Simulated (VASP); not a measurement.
# W (Im-3m) in VASP: further runs

W is run at these levels: PBE; tasks: single point.

All numbers are computed with VASP 6.6.1; they aren't measurements. Logs are shortened: lines on timing, memory, paths and dates and some standing lists are left out, and cuts for length are marked.

### Step 1. The cell of the first run

The structure is cubic, space group Im-3m (No. 229). The conventional cell has a = 3.078 Å, b = 3.078 Å, c = 3.078 Å, α = 90.00°, β = 90.00°, γ = 90.00°. Within 3.5 Å of W (site symmetry m-3m) lie 14 W at 2.67 to 3.08 Å.

### Step 2. Single point, PBE

Input file INCAR:

```
ALGO = Normal ; EDIFF = 1E-6
ENCUT = 520 ; GGA = PE
ISIF = 2 ; ISMEAR = -1
LASPH = T ; LCHARG = F
LREAL = F ; LWAVE = F
NBANDS = 13 ; NELM = 100
PREC = Accurate ; SIGMA = 0.1
```

Input file KPOINTS:

```
k-points
0
Gamma
  13 13 13
```

Input file POSCAR:

```
W
1.0
   -1.5389710662      1.5389710662      1.5389710662
    1.5389710662     -1.5389710662      1.5389710662
    1.5389710662      1.5389710662     -1.5389710662
W
1
Direct
    0.0000000000      0.0000000000      0.0000000000
```

Potentials or basis: VASP PAW PBE potentials, release 64 (W_sv).

Started as:

```sh
cat potpaw_PBE.64/W_sv/POTCAR > POTCAR
mpirun -np 1 vasp_std > vasp.out
```

OUTCAR:

```text
EDIFF = 1E-6
   ENCUT = 520
   GGA = PE
   ISIF = 2
   ISMEAR = -1
   LASPH = T
   LREAL = F
   NELM = 100
   PREC = Accurate

 ion  position               nearest neighbor table
   1  0.000  0.000  0.000-

  LATTYP: Found a body centered cubic cell.
 ALAT       =     3.0779421324

  Lattice vectors:

 A1 = (  -1.5389710662,   1.5389710662,   1.5389710662)
 A2 = (   1.5389710662,  -1.5389710662,   1.5389710662)
 A3 = (   1.5389710662,   1.5389710662,  -1.5389710662)

Analysis of symmetry for initial positions (statically):
=====================================================================
 Subroutine PRICEL returns:
 Original cell was already a primitive cell.

 Routine SETGRP: Setting up the symmetry group for a
 body centered cubic supercell.

 Subroutine GETGRP returns: Found 48 space group operations
 (whereof 48 operations were pure point group operations)
 out of a pool of 48 trial point group operations.

The static configuration has the point symmetry O_h .

Analysis of symmetry for dynamics (positions and initial velocities):
=====================================================================
 Subroutine PRICEL returns:
 Original cell was already a primitive cell.

 Routine SETGRP: Setting up the symmetry group for a
 body centered cubic supercell.

 Subroutine GETGRP returns: Found 48 space group operations
 (whereof 48 operations were pure point group operations)
 out of a pool of 48 trial point group operations.

The dynamic configuration has the point symmetry O_h .

 Subroutine INISYM returns: Found 48 space group operations
 (whereof 48 operations are pure point group operations),
 and found     1 'primitive' translations

----------------------------------------------------------------------------------------

                                     Primitive cell

  volume of cell :      14.5798

  direct lattice vectors                    reciprocal lattice vectors
    -1.538971066  1.538971066  1.538971066     0.000000000  0.324892398  0.324892398
     1.538971066 -1.538971066  1.538971066     0.324892398  0.000000000  0.324892398
     1.538971066  1.538971066 -1.538971066     0.324892398  0.324892398  0.000000000

  length of vectors
     2.665576078  2.665576078  2.665576078     0.459467235  0.459467235  0.459467235

  position of ions in fractional coordinates (direct lattice)
     0.000000000  0.000000000  0.000000000

  ion indices of the primitive-cell ions
   primitive index   ion index
                 1           1

----------------------------------------------------------------------------------------

 KPOINTS: k-points

Automatic generation of k-mesh.
 Grid dimensions read from file:
 generate k-points for:   13   13   13

 Generating k-lattice:

  Cartesian coordinates                     Fractional coordinates (reciprocal lattice)
     0.000000000  0.024991723  0.024991723     0.076923077  0.000000000  0.000000000
     0.024991723  0.000000000  0.024991723     0.000000000  0.076923077  0.000000000
     0.024991723  0.024991723  0.000000000     0.000000000  0.000000000  0.076923077

  Length of vectors
     0.035343633  0.035343633  0.035343633

  Shift w.r.t. Gamma in fractional coordinates (k-lattice)
     0.000000000  0.000000000  0.000000000

 Subroutine IBZKPT returns following result:
 ===========================================

 Found     84 irreducible k-points:

 Following reciprocal coordinates:
            Coordinates               Weight
  0.000000  0.000000  0.000000      1.000000
  0.076923  0.000000  0.000000     12.000000
  0.153846  0.000000  0.000000     12.000000
  0.230769  0.000000  0.000000     12.000000
  0.307692  0.000000  0.000000     12.000000
  0.384615  0.000000  0.000000     12.000000
[... 16 lines left out ...]
  0.153846  0.076923  0.076923     24.000000
  0.230769  0.076923  0.076923     24.000000
 [... further k-points ...]
   k-points           NKPTS =     84   k-points in BZ     NKDIM =     84   number of bands    NBANDS=     13
   number of dos      NEDOS =    301   number of ions     NIONS =      1
   total plane-waves  NPLWV =   8000
   dimension x,y,z NGX =    20 NGY =   20 NGZ =   20
   dimension x,y,z NGXF=    40 NGYF=   40 NGZF=   40
   ions per type =               1
   NGX,Y,Z   is equivalent  to a cutoff of  12.47, 12.47, 12.47 a.u.
   NGXF,Y,Z  is equivalent  to a cutoff of  24.95, 24.95, 24.95 a.u.
 SYSTEM =  unknown system
   PREC   = accura    normal or accurate (medium, high low for compatibility)
   ISTART =      0    job   : 0-new  1-cont  2-samecut
   ICHARG =      2    charge: 1-file 2-atom 10-const
   ISPIN  =      1    spin polarized calculation?
   LNONCOLLINEAR =      F non collinear calculations
   LSORBIT =      F    spin-orbit coupling
   LASPH  =      T    aspherical Exc in radial PAW
   ENCUT  =  520.0 eV  38.22 Ry    6.18 a.u.   4.96  4.96  4.96*2*pi/ulx,y,z
   NELM   =    100;   NELMIN=  2; NELMDL= -5     # of ELM steps
   EDIFF  = 0.1E-05   stopping-criterion for ELM
   LREAL  =      F    real-space projection
   EDIFFG = 0.1E-04   stopping-criterion for IOM
   NSW    =      0    number of steps for IOM
   IBRION =     -1    ionic relax: 0-MD 1-quasi-New 2-CG
   NFREE  =      0    steps in history (QN), initial steepest desc. (CG)
   ISIF   =      2    stress and relaxation
   ISYM   =      2    0-nonsym 1-usesym 2-fastsym
   POTIM  = 0.5000    time-step for ionic-motion
   TEBEG  =    0.0;   TEEND  =   0.0 temperature during run
   PSTRESS=    0.0 pullay stress
   NELECT =      14.0000    total number of electrons
   NUPDOWN=      -1.0000    fix difference up-down
   EMIN   =  10.00;   EMAX   =-10.00  energy-range for DOS
   EFERMI =   0.00;   METHOD = LEGACY
   ISMEAR =    -1;   SIGMA  =   0.10  broadening in eV -4-tet -1-fermi 0-gaus
   EFERMI_NEDOS =   21; number of points for ismear=-14 and -15
   IALGO  =     38    algorithm
   IMIX   =      4    mixing-type and parameters
     AMIX     =   0.40;   BMIX     =  1.00
     AMIX_MAG =   1.60;   BMIX_MAG =  1.00
  volume/ion in A,a.u.               =      14.58        98.39
  Fermi-wavevector in a.u.,A,eV,Ry     =   1.615104  3.052103 35.491609  2.608560
  Thomas-Fermi vector in A             =   2.709905
   LORBIT       =      0    0 simple, 1 ext, 2 COOP (PROOUT), +10 PAW based schemes
   GGA     = PE    functional components
[... 5 lines left out ...]
 non-spin polarized calculation
  energy-cutoff  :      520.00
  volume of cell :       14.58
 maximum number of plane-waves:       406
   NGX =  9   NGY =  9   NGZ =  9

 number of electron      13.9999995 magnetization

 Free energy of the ion-electron system (eV)
  ---------------------------------------------------
  ext. energy  EPLUGINS =         0.00000000
  ---------------------------------------------------
  free energy    TOTEN  =       -12.79678920 eV

  energy without entropy =      -12.78714930  energy(sigma->0) =      -12.79196925

 E-fermi :  12.7340     XC(G=0): -14.1216

 val. band max:       12.5645704984   @ k =  -0.3077   0.3077   0.2308
 cond. band min:      12.7535691394   @ k =  -0.4615   0.4615   0.2308
 fundamental gap:      0.1889986410
 Fermi energy:        12.7340351419

 k-point     1 :       0.0000    0.0000    0.0000
  band No.  band energies     occupation
      1     -61.3936      2.00000
      2     -24.8092      2.00000
      3     -24.8092      2.00000
      4     -24.8092      2.00000
      5       2.6048      2.00000
      6      11.3134      2.00000
      7      11.3134      2.00000
      8      11.3134      2.00000
      9      15.1544      0.00000
     10      15.1544      0.00000
     11      27.3931      0.00000
     12      27.3931      0.00000
     13      27.3931      0.00000

 k-point     2 :       0.0769    0.0000    0.0000
  band No.  band energies     occupation
      1     -61.3826      2.00000
      2     -24.9157      2.00000
      3     -24.8416      2.00000
      4     -24.8100      2.00000
      5       2.9213      2.00000
      6      11.1168      2.00000
      7      11.2635      2.00000
      8      11.6224      1.99997
      9      14.8434      0.00000
     10      15.1541      0.00000
     11      27.6703      0.00000
     12      27.9267      0.00000
     13      28.2063      0.00000

 k-point     3 :       0.1538    0.0000    0.0000
  band No.  band energies     occupation
      1     -61.3521      2.00000
      2     -25.2035      2.00000
      3     -24.9305      2.00000
      4     -24.8121      2.00000
      5       3.7890      2.00000
      6      10.6141      2.00000
      7      11.0269      2.00000
      8      12.5295      1.77091
      9      14.3933      0.00000
     10      15.1849      0.00000
     11      28.2435      0.00000
     12      29.4353      0.00000
     13      29.9883      0.00000
[... 305 lines left out ...]
 k-point    23 :       0.1538    0.0769    0.0769
  band No.  band energies     occupation
      1     -61.2953      2.00000
      2     -25.7189      2.00000
      3     -25.0167      2.00000
      4     -24.8949      2.00000
      5       5.4543      2.00000
      6       9.7765      2.00000
      7       9.9840      2.00000
      8      14.6958      0.00000
      9      15.2014      0.00000
     10      15.2519      0.00000
     11      28.9380      0.00000
     12      30.4560      0.00000
     13      30.5033      0.00000

 k-point    24 :       0.2308    0.0769    0.0769
  band No.  band energies     occupation
      1     -61.2535      2.00000
      2     -26.0245      2.00000
      3     -25.1820      2.00000
      4     -24.9062      2.00000
      5       6.3829      2.00000
      6       9.2555      2.00000
      7      10.1176      2.00000
      8      14.9228      0.00000
      9      15.6347      0.00000
     10      17.1868      0.00000
     11      27.5965      0.00000
     12      28.6686      0.00000
     13      32.4044      0.00000

 [... further k-points ...]
[... 5 lines left out ...]
  --------------------------------------------------------------------------------------
  -------------------------------------------------------------------------------------
  Total        3.5466003      3.5466003      3.5466003      0.0000000     -0.0000000     -0.0000000
  in kB      389.7368491    389.7368491    389.7368491      0.0000000     -0.0000000     -0.0000000
  external PRESSURE =     389.7368491 kB  Pullay stress =       0.0000000 kB

 VOLUME and BASIS-vectors are now :
 -----------------------------------------------------------------------------
  energy-cutoff  :      520.00
  volume of cell :       14.58
      direct lattice vectors                 reciprocal lattice vectors
    -1.538971066  1.538971066  1.538971066     0.000000000  0.324892398  0.324892398
     1.538971066 -1.538971066  1.538971066     0.324892398  0.000000000  0.324892398
     1.538971066  1.538971066 -1.538971066     0.324892398  0.324892398  0.000000000

 POSITION                                       TOTAL-FORCE (eV/Angst)
 -----------------------------------------------------------------------------------
      0.00000      0.00000      0.00000         0.000000     -0.000000      0.000000
 -----------------------------------------------------------------------------------
    total drift:                                0.000000      0.000000      0.000000

  FREE ENERGIE OF THE ION-ELECTRON SYSTEM (eV)
  ---------------------------------------------------
  free  energy   TOTEN  =       -12.7967891975 eV

  energy  without entropy=      -12.7871493014  energy(sigma->0) =      -12.79196925
```

Wall time 5.2 s (1 thread of Intel Xeon 6975P-C (Granite Rapids), shared host); peak memory 0.13 GiB.

Results:

* Free energy: -12.7968 eV
* Pressure: 39.0 GPa
* Band gap on the k mesh: zero (band 7 reaches 17.74 eV, above the bottom of band 8 at 11.31 eV)

Levels at points of the mesh, in eV from the Fermi level:
| k point | band 4 | band 5 | band 6 | band 7 | band 8 | band 9 | band 10 | band 11 |
| --- | --- | --- | --- | --- | --- | --- | --- | --- |
| (0.00, 0.00, 0.00) | -37.54 | -10.13 | -1.42 | -1.42 | -1.42 | 2.42 | 2.42 | 14.66 |

Caveat: spin-orbit coupling is left out, which moves the levels of the heavy elements.

### Step 3. Single point, PBE

This run uses another cell than the first one, of 15.00 Å³/atom, 1.029 times its volume.

Input file INCAR:

```
SYSTEM = W
ALGO = Normal
EDIFF = 1E-6
ENCUT = 520
GGA = PE
ISIF = 2
ISMEAR = -1
LASPH = .TRUE.
LCHARG = .TRUE.
LELF = .TRUE.
LREAL = .FALSE.
LVHAR = .TRUE.
LWAVE = .FALSE.
NBANDS = 13
NELM = 100
PREC = Accurate
SIGMA = 0.1
```

Input file KPOINTS:

```
k-points
0
G
  13 13 13
  0 0 0
```

Input file POSCAR:

```
W
1.0
   -1.5536989570      1.5536989570      1.5536989570
    1.5536989570     -1.5536989570      1.5536989570
    1.5536989570      1.5536989570     -1.5536989570
W
1
Direct
    0.0000000000      0.0000000000      0.0000000000
```

Potentials or basis: VASP PAW PBE potentials, release 64 (W_sv).

Started as:

```sh
cat potpaw_PBE.64/W_sv/POTCAR > POTCAR
mpirun -np 1 vasp_std > vasp.out
```

Run time: 5.5 s. Hardware: 1 thread of Intel Xeon 6975P-C (Granite Rapids), shared host; peak memory 0.13 GiB.

Results (log left out):

| Quantity | Value |
| --- | --- |
| Free energy | -12.8829 eV |
| Pressure | 26.4 GPa |
| Band gap on the k mesh | zero (band 7 reaches 17.12 eV, above the bottom of band 8 at 10.93 eV) |

Levels at points of the mesh, in eV from the Fermi level:
| k point | band 4 | band 5 | band 6 | band 7 | band 8 | band 9 | band 10 | band 11 |
| --- | --- | --- | --- | --- | --- | --- | --- | --- |
| (0.00, 0.00, 0.00) | -37.62 | -9.97 | -1.36 | -1.36 | -1.36 | 2.36 | 2.36 | 14.61 |

Caveat: spin-orbit coupling is left out, which moves the levels of the heavy elements.

### Step 4. Single point, PBE

This run uses another cell than the first one, of 15.42 Å³/atom, 1.058 times its volume.

Input file INCAR:

```
SYSTEM = W
ALGO     = Normal         ! electronic algorithm
EDIFF    = 1E-6           ! SCF threshold, eV
ENCUT    = 520            ! plane-wave cutoff, eV
GGA      = PE             ! functional
ISIF     = 2              ! what is computed and relaxed
ISMEAR   = -1             ! smearing method
LASPH    = .TRUE.         ! aspherical terms in the spheres
LCHARG   = .FALSE.        ! write CHGCAR
LREAL    = .FALSE.        ! projectors in reciprocal space
LWAVE    = .FALSE.        ! write WAVECAR
NBANDS   = 13             ! bands
NELM     = 80             ! most SCF steps
PREC     = Accurate       ! precision mode
SIGMA    = 0.1            ! smearing width, eV
```

KPOINTS is that of step 3.

Input file POSCAR:

```
W
1.0
   -1.5681528005      1.5681528005      1.5681528005
    1.5681528005     -1.5681528005      1.5681528005
    1.5681528005      1.5681528005     -1.5681528005
W
1
Direct
    0.0000000000      0.0000000000      0.0000000000
```

Started as:

```sh
cat potpaw_PBE.64/W_sv/POTCAR > POTCAR
mpirun -np 1 vasp_std > vasp.out
```

Wall time 5.2 s (1 thread of Intel Xeon 6975P-C (Granite Rapids), shared host); peak memory 0.13 GiB.

Results (log left out):

- Free energy: -12.9382 eV
- Pressure: 15.5 GPa
- Band gap on the k mesh: zero (band 7 reaches 16.52 eV, above the bottom of band 8 at 10.57 eV)

Levels at points of the mesh, in eV from the Fermi level:
```csv
k point,band 3,band 4,band 5,band 6,band 7,band 8,band 9,band 10,band 11,band 12
"(0.00, 0.00, 0.00)",-37.69,-37.69,-9.82,-1.30,-1.30,-1.30,2.30,2.30,14.55,14.55
```

Caveat: spin-orbit coupling is left out, which moves the levels of the heavy elements.

### Step 5. The runs side by side

```csv
cell,gap on the mesh (eV),pressure (GPa)
"a = 2.666 Å, angles 109.5°, 1 atom",none,39.0
"a = 2.691 Å, angles 109.5°, 1 atom",none,26.4
"a = 2.716 Å, angles 109.5°, 1 atom",none,15.5
```

Alike in all rows: task single point; level PBE; potentials or basis VASP PAW PBE potentials, release 64 (W_sv); no spin polarisation; k mesh 13 × 13 × 13; cutoff (eV) 520; smearing fermi-dirac 0.1 eV.

Caveats: spin-orbit coupling is left out, which moves the levels of the heavy elements.

Absolute energies hang on the potentials; compare differences alone.
